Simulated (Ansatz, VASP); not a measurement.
# CoSi: VASP beside Ansatz

```
CELL_PARAMETERS angstrom
4.51775 0.00000 0.00000
0.00000 4.51775 0.00000
0.00000 0.00000 4.51775
ATOMIC_POSITIONS crystal
Co 0.14169 0.14169 0.14169
Co 0.35831 0.85831 0.64169
Co 0.64169 0.35831 0.85831
Co 0.85831 0.64169 0.35831
Si 0.84224 0.84224 0.84224
Si 0.65776 0.15776 0.34224
Si 0.34224 0.65776 0.15776
Si 0.15776 0.34224 0.65776
```

Alike in both runs: functional PBE; k mesh 8 × 8 × 8; occupations gaussian, width 0.1 eV; no spin polarisation.

Ansatz relaxed the structure, and its values are those at the end. VASP's run is a single point on that final structure, the one shown.

```csv
,VASP,Ansatz
version,VASP 6.6.1,Ansatz 0.2.0
potentials or method,"VASP PAW PBE potentials, release 64 (Co, Si), cutoff 520 eV","scalar-relativistic, plane waves, PAW"
valence electrons in the cell,52,84
```

Ansatz gave:

```
gap on the k mesh at the Fermi level (eV) : none
pressure (GPa)                            : -11.0
rms of the force components (eV/Å)        : 0.006
```

Q: Estimate VASP's values.

A: gap on the k mesh at the Fermi level (eV): none; pressure (GPa): -11.1; rms of the force components (eV/Å): 0.006.

A gap of «none» marks a metal or a gap that the smearing closes. VASP's potentials hold 52 valence electrons a cell and Ansatz's 84, so a difference there can come from the potentials and not from the codes. Ansatz's warnings: stress scf threshold loose.
